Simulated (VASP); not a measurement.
Here is a VASP 6.6.1 calculation.

The input INCAR:

```
ALGO     = Normal         # electronic algorithm
EDIFF    = 1E-7           # SCF threshold, eV
EDIFFG   = -0.005         # ionic threshold
ENCUT    = 600            # plane-wave cutoff, eV
GGA      = PS             # functional
IBRION   = 2              # ionic algorithm
ISIF     = 3              # what is computed and relaxed
ISMEAR   = -1             # smearing method
LASPH    = True           # aspherical terms in the spheres
LCHARG   = False          # write CHGCAR
LREAL    = False          # projectors in reciprocal space
LWAVE    = False          # write WAVECAR
NELM     = 80             # most SCF steps
NSW      = 60             # ionic steps
PREC     = Accurate       # precision mode
SIGMA    = 0.1            # smearing width, eV
```

KPOINTS

```
k-points
0
Gamma
  18 18 18
```

POSCAR

```
Cu
1.0
    0.0000000000      1.8074791684      1.8074791684
    1.8074791684      0.0000000000      1.8074791684
    1.8074791684      1.8074791684      0.0000000000
Cu
1
Direct
    0.0000000000      0.0000000000      0.0000000000
```

Potentials or basis: VASP PAW PBE potentials, release 64 (Cu).

The run is started by

```bash
$ cat potpaw_PBE.64/Cu/POTCAR > POTCAR
$ mpirun -np 1 vasp_std > vasp.out
```

Task: What does it give for the relaxed volume?

Result: 11.37 Å³/atom.

Task: Predict the relaxed cell.

Result: a = 2.524 Å, b = 2.524 Å, c = 2.524 Å, α = 60.00°, β = 60.00°, γ = 60.00°.

Task: Estimate the space group after relaxing (to 0.05 Å).

Result: Fm-3m (No. 225).

Final structure:
```
CELL_PARAMETERS angstrom
0.00000 1.78470 1.78470
1.78470 0.00000 1.78470
1.78470 1.78470 0.00000
ATOMIC_POSITIONS crystal
Cu 0.00000 0.00000 0.00000
```

Caveat: the PAW data sets were made with another functional, which shifts forces and pressure a little.
